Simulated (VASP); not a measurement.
**PdPt2: relaxation of cell and atoms with PBE**

Crystal: PdPt2.

```xyz
3
Lattice="4.0102 0.0000 0.0000 0.0000 4.0102 0.0000 0.0000 0.0000 3.4928" Properties=species:S:1:pos:R:3 pbc="T T T"
Pd    0.0000    0.0000    1.7464
Pt    0.0000    2.0051    1.7464
Pt    2.0051    0.0000    1.7464
```

| Quantity | Value |
| --- | --- |
| Program | VASP 6.6.1 |
| Task | relaxation of cell and atoms |
| Functional | PBE |
| Potentials or basis | VASP PAW PBE potentials, release 64 (Pd, Pt) |
| Cutoff | 600 eV |
| k mesh | 4 × 4 × 6 |
| Occupations | gaussian, width 0.1 eV |
| Spin | no spin polarisation |
| Dipole correction | no |
| Further INCAR settings | ALGO = Normal; EDIFF = 1e-07; IBRION = 2; EDIFFG = -0.04; NSW = 90; ISIF = 3 |

```json
{
 "Relaxed volume": "22.26 Å³/atom",
 "Relaxed cell": "a = 5.150 Å, b = 5.150 Å, c = 2.518 Å, α = 90.00°, β = 90.00°, γ = 90.00°",
 "Space group after relaxing (to 0.05 Å)": "P4/mmm (No. 123)",
 "Energy gained by relaxing": "3904.9 meV/atom",
 "Ionic steps": "19",
 "Pressure after relaxing": "0.1 GPa",
 "Band gap on the k mesh": "zero (band 15 reaches 6.97 eV, above the bottom of band 16 at 4.60 eV)"
}
```

Stress tensor (GPa, compression positive):
```
0.07 0.00 0.00
0.00 0.07 0.00
0.00 0.00 0.19
```

The path:
```
step  energy change (eV)  largest force (eV/Å)  pressure (GPa)  volume (Å³)
   1              0.0000                0.0000          111.05        56.17
   2              0.1829                0.0000          -19.05       209.96
   3             -7.8272                0.0000          -12.58       110.25
   4             -8.4130                0.0000          -12.31       102.51
   5             -9.0867                0.0000            4.13        77.64
   6             -9.2323                0.0000           -7.70        88.25
   7             -9.3024                0.0000           -5.08        84.81
   8             -9.3060                0.0000           -4.16        83.83
   9            -10.0374                0.0000           -5.16        77.04
  10            -11.5420                0.0000            3.77        64.10
  11            -10.9713                0.0000           26.22        58.27
  12            -11.5692                0.0000            5.64        63.29
  13            -11.5757                0.0000            7.59        62.56
  14            -11.3370                0.0000            9.67        65.00
  15            -11.6451                0.0000            6.95        63.39
  16            -11.6785                0.0000           -4.00        69.22
  17            -11.7136                0.0000            0.06        66.66
  18            -11.7136                0.0000            0.18        66.59
  19            -11.7148                0.0000            0.11        66.78
```

Final structure:
```
CELL_PARAMETERS angstrom
5.14976 0.00000 0.00000
0.00000 5.14976 0.00000
0.00000 0.00000 2.51796
ATOMIC_POSITIONS crystal
Pd 0.00000 0.00000 0.50000
Pt 0.00000 0.50000 0.50000
Pt 0.50000 0.00000 0.50000
```

Levels at points of the mesh, in eV from the Fermi level:
| k point | band 12 | band 13 | band 14 | band 15 | band 16 | band 17 | band 18 | band 19 |
| --- | --- | --- | --- | --- | --- | --- | --- | --- |
| (0.00, 0.00, 0.00) | -0.26 | 0.28 | 0.28 | 0.58 | 0.58 | 1.06 | 1.06 | 3.31 |
| (0.50, 0.00, 0.00) | -0.83 | -0.53 | -0.11 | 0.26 | 0.28 | 0.58 | 2.89 | 5.35 |
| (0.50, 0.50, 0.00) | -0.82 | -0.59 | -0.59 | -0.19 | -0.02 | 0.19 | 0.34 | 1.70 |
| (0.00, 0.00, 0.50) | 0.09 | 0.11 | 1.10 | 1.81 | 2.18 | 5.69 | 6.02 | 6.76 |
| (0.50, 0.00, 0.50) | -0.57 | -0.45 | -0.14 | 1.94 | 2.80 | 4.77 | 6.12 | 6.24 |
| (0.50, 0.50, 0.50) | -1.28 | -1.28 | 0.04 | 0.04 | 4.92 | 4.92 | 6.20 | 7.18 |

Run time: 5 min on 1 thread of Intel(R) Xeon(R) Platinum 8488C (Sapphire Rapids), on a shared host, peak memory 0.2 GiB.

Caveat: the k points lie up to 0.42 Å⁻¹ apart in the final cell; the volume moved by over 15 % at a fixed basis, so the end points are rough; spin-orbit coupling is left out, which moves the levels of the heavy elements.
